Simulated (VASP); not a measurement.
Set up this calculation in VASP 6.6.1, as the native input.

```
Task                   : single point
Functional             : LDA
Potentials or basis    : VASP PAW LDA potentials, release 64 (Br)
Cutoff                 : 520 eV
k mesh                 : 9 × 9 × 4
Occupations            : methfessel-paxton, width 1 eV
Spin                   : no spin polarisation
Dipole correction      : no
Further INCAR settings : ALGO = Normal; EDIFF = 1e-06; NBANDS = 22
```

The structure of Br lies in POSCAR:

```
Br
1.0
    3.3280929616     -1.9517224565      0.0000000000
    3.3280929616      1.9517224565      0.0000000000
    0.0000000000      0.0000000000      8.4732333614
Br
4
Direct
    0.8406697304      0.1593302696      0.1209213125
    0.6593302696      0.3406697304      0.6209213125
    0.1593302696      0.8406697304      0.8790786875
    0.3406697304      0.6593302696      0.3790786875
```

One way to write it, as run:

INCAR

```
SYSTEM = Br
ALGO = Normal
EDIFF = 1E-6
ENCUT = 520
GGA = CA
ISIF = 2
ISMEAR = 1
LASPH = .True.
LCHARG = .True.
LELF = .True.
LREAL = .False.
LVHAR = .True.
LWAVE = .False.
NBANDS = 22
NELM = 100
PREC = Accurate
SIGMA = 1.0
```

KPOINTS

```
k-points
0
Gamma
  9 9 4
  0 0 0
```

Potentials or basis: VASP PAW LDA potentials, release 64 (Br).

Run with:

```console
$ cat potpaw_LDA.64/Br/POTCAR > POTCAR
$ mpirun -np 1 vasp_std > vasp.out
```

It gave:

| Property | Result |
| --- | --- |
| Pressure | -0.6 GPa |
| Largest force | 0.068 eV/Å |
| Band gap on the k mesh | 0.99 eV (least direct gap 1.17 eV) |

Caveat: so wide a smearing shifts energies and pressures.

Wall time 3.6 min on 1 thread of Oxide Virtual Turin-like Processor, with other jobs on the host, peak memory 0.23 GiB.
